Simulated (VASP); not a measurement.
## SiC: single point with r2SCAN

Crystal: SiC.

```xyz
2
Lattice="0.0000 2.2209 2.2209 2.2209 0.0000 2.2209 2.2209 2.2209 0.0000" Properties=species:S:1:pos:R:3 pbc="T T T"
Si    0.0000    0.0000    0.0000
C     1.1104    1.1104    1.1104
```

This cell differs from its parent crystal: volume scaled by 1.06.

- Program: VASP 6.6.1
- Task: single point
- Functional: r2SCAN
- Potentials or basis: VASP PAW PBE potentials, release 64 (Si, C)
- Cutoff: 520 eV
- k mesh: 10 × 10 × 10
- Occupations: gaussian, width 0.02 eV
- Spin: no spin polarisation
- Dipole correction: no
- Further INCAR settings: ALGO = Normal; EDIFF = 1e-06; NBANDS = 11

```yaml
Pressure: -12.0 GPa
Band_gap_on_the_k_mesh: 1.76 eV, indirect (least direct gap 4.98 eV)
```

Levels at points of the mesh, in eV from the valence-band top:
| k point | band 2 | band 3 | band 4 | band 5 | band 6 | band 7 |
| --- | --- | --- | --- | --- | --- | --- |
| (0.00, 0.00, 0.00) | 0.00 | 0.00 | 0.00 | 6.12 | 7.43 | 7.43 |
| (0.50, 0.00, 0.00) | -8.51 | -1.09 | -1.09 | 5.45 | 7.50 | 7.50 |
| (0.50, 0.50, 0.00) | -7.88 | -3.22 | -3.22 | 1.76 | 4.60 | 14.42 |

Run time: 22 s on 1 thread of Intel(R) Xeon(R) 6975P-C (Granite Rapids), on a shared host, peak memory 0.14 GiB.

Caveat: the PAW data sets were made with another functional, which shifts forces and pressure a little. A k mesh can miss the band edges.
